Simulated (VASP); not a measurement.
Set up this calculation in VASP 6.6.1, as the native input.

```yaml
Task: single point
Functional: PBEsol
Potentials_or_basis: VASP PAW PBE potentials, release 64 (Zr_sv)
Cutoff: 520 eV
k_mesh: 10 × 10 × 10
Occupations: fermi-dirac, width 0.05 eV
Spin: no spin polarisation
Dipole_correction: no
Further_INCAR_settings: ALGO = Fast; EDIFF = 1e-07; NBANDS = 12
```

The structure of Zr lies in POSCAR:

```
Zr
1.0
   -1.8219871043      1.8219871043      1.8219871043
    1.8219871043     -1.8219871043      1.8219871043
    1.8219871043      1.8219871043     -1.8219871043
Zr
1
Direct
    0.0000000000      0.0000000000      0.0000000000
```

One way to write it, as run:

INCAR

```
  PREC = Accurate
  ENCUT = 520
  EDIFF = 1E-7
  ISMEAR = -1
  SIGMA = 0.05
  LREAL = F
  LASPH = T
  NELM = 100
  ALGO = Fast
  ISIF = 2
  LWAVE = F
  LCHARG = T
  GGA = PS
  LELF = T
  LVHAR = T
  NBANDS = 12
```

KPOINTS

```
regular mesh
0
Gamma
  10 10 10
```

Potentials or basis: VASP PAW PBE potentials, release 64 (Zr_sv).

Launch:

```bash
$ cat potpaw_PBE.64/Zr_sv/POTCAR > POTCAR
$ mpirun -np 1 vasp_std > vasp.out
```

Results of the run:

```json
{"Pressure": "-8.3 GPa", "Band gap on the k mesh": "zero (band 6 reaches 9.26 eV, above the bottom of band 7 at 7.47 eV)"}
```

Caveat: the PAW data sets were made with another functional, which shifts forces and pressure a little.

Run time: 12 s on 1 thread of Intel(R) Xeon(R) Platinum 8559C (Emerald Rapids), on a shared host, peak memory 0.13 GiB.
